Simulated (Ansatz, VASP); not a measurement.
# One calculation of InP, two programs

```
In P
1.0
     0.00000    2.83080    2.83080
     2.83080    0.00000    2.83080
     2.83080    2.83080    0.00000
In P
1 1
Direct
  0.00000 0.00000 0.00000
  0.50000 0.50000 0.50000
```

Alike in both runs: task single point; functional RPBE; k mesh 8 × 8 × 8; occupations gaussian, width 0.05 eV; no spin polarisation.

```csv
,VASP,Ansatz
version,VASP 6.6.1,Ansatz 0.2.0
potentials or method,"VASP PAW PBE potentials, release 64 (In_d, P), cutoff 500 eV","scalar-relativistic, plane waves, PAW"
valence electrons in the cell,18,18
```

VASP gave:

- gap on the k mesh at the Fermi level (eV): none
- pressure (GPa): -2.6

Problem. Which values does Ansatz return?

Solution. gap on the k mesh at the Fermi level (eV): none; pressure (GPa): -2.5.

VASP's potentials were made for PBE, not for RPBE. A gap of «none» marks a metal or a gap that the smearing closes.
